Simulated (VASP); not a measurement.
Runs of VASP 6.6.1 on Au. The structure is that of space group P6_3/mmc (No. 194), or close to it. The cells are those of the table. This isn't the form of Au at room conditions, which is fcc.

```csv
cell,further INCAR settings,gap on the mesh (eV),pressure (GPa)
"a = 2.937, b = 2.937, c = 4.671 Å, angles 90.0, 90.0, 120.0°, 2 atoms",ALGO = Fast; EDIFF = 1e-06; NBANDS = 18,none,-3.8
"a = 3.008, b = 3.008, c = 4.671 Å, angles 90.0, 90.0, 120.0°, 2 atoms",ALGO = Fast; EDIFF = 1e-07; NBANDS = 18,none,(b)
"a = 2.937, b = 2.937, c = 4.791 Å, angles 90.0, 90.0, 120.0°, 2 atoms",ALGO = Fast; EDIFF = 1e-06; NBANDS = 18,none,-7.5
"a = 3.008, b = 3.008, c = 4.551 Å, angles 90.0, 90.0, 120.0°, 2 atoms",ALGO = Fast; EDIFF = 1e-06; NBANDS = 18,none,(a)
"a = 2.937, b = 2.937, c = 4.910 Å, angles 90.0, 90.0, 120.0°, 2 atoms",ALGO = Fast; EDIFF = 1e-07; NBANDS = 18,none,-10.4
```

Alike in all rows: task single point; level PBEsol; potentials or basis VASP PAW PBE potentials, release 64 (Au); no spin polarisation; k mesh 24 × 24 × 12; cutoff (eV) 520; smearing gaussian 0.15 eV.

**Question.** Fill in the values left out.

**Answer.** (a) -5.9; (b) -9.8.

Caveats: the PAW data sets were made with another functional, which shifts forces and pressure a little; spin-orbit coupling is left out, which moves the levels of the heavy elements; the cell stands under tension (at least some runs); the stress differs along the axes, from -8 to -2 GPa (at least some runs).

A k mesh can miss the band edges, and the runs leave out spin-orbit coupling on Au.

A gap of «none» marks levels without a gap at the run's occupations.
